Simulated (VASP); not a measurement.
Wanted: the native input for a VASP 6.6.1 run.

* Task: single point
* Functional: PBE
* Dispersion: D3(BJ)
* Potentials or basis: VASP PAW PBE potentials, release 64 (S, W_sv)
* Cutoff: 520 eV
* k mesh: 12 × 12 × 1
* Occupations: gaussian, width 0.02 eV
* Spin: no spin polarisation
* Dipole correction: yes
* Further INCAR settings: ALGO = Normal; EDIFF = 1e-06; NBANDS = 20

The structure of WS2 lies in POSCAR:

```
WS2
1.0
    3.3490000000      0.0000000000      0.0000000000
   -1.6745000000      2.9003190773      0.0000000000
    0.0000000000      0.0000000000     32.2910878415
S W
2 1
Direct
    0.3333333333      0.6666666667      0.4499303862
    0.3333333333      0.6666666667      0.5500818589
    0.6666666667      0.3333333333      0.5000061202
```

The input as run:

INCAR

```
PREC = Accurate ; ENCUT = 520
EDIFF = 1E-6 ; ISMEAR = 0
SIGMA = 0.02 ; LREAL = False
LASPH = True ; NELM = 100
ALGO = Normal ; ISIF = 2
LWAVE = False ; LCHARG = False
LDIPOL = True ; IDIPOL = 3
DIPOL = 0.5 0.5 0.500 ; GGA = PE
IVDW = 12 ; NBANDS = 20
```

KPOINTS

```
Automatic mesh
0
Gamma
  12 12 1
```

Potentials or basis: VASP PAW PBE potentials, release 64 (S, W_sv).

Run with:

```console
$ cat potpaw_PBE.64/S/POTCAR potpaw_PBE.64/W_sv/POTCAR > POTCAR
$ mpirun -np 1 vasp_std > vasp.out
```

Results of the run:

```json
{
 "Largest force": "1.705 eV/Å",
 "Band gap on the k mesh": "1.32 eV (least direct gap 1.43 eV)",
 "Dispersion energy per atom": "-0.271 eV"
}
```

Caveat: spin-orbit coupling is left out, which moves the levels of the heavy elements.

Wall time 110 s on 1 thread of Intel(R) Xeon(R) 6975P-C (Granite Rapids), on a shared host, peak memory 0.5 GiB.
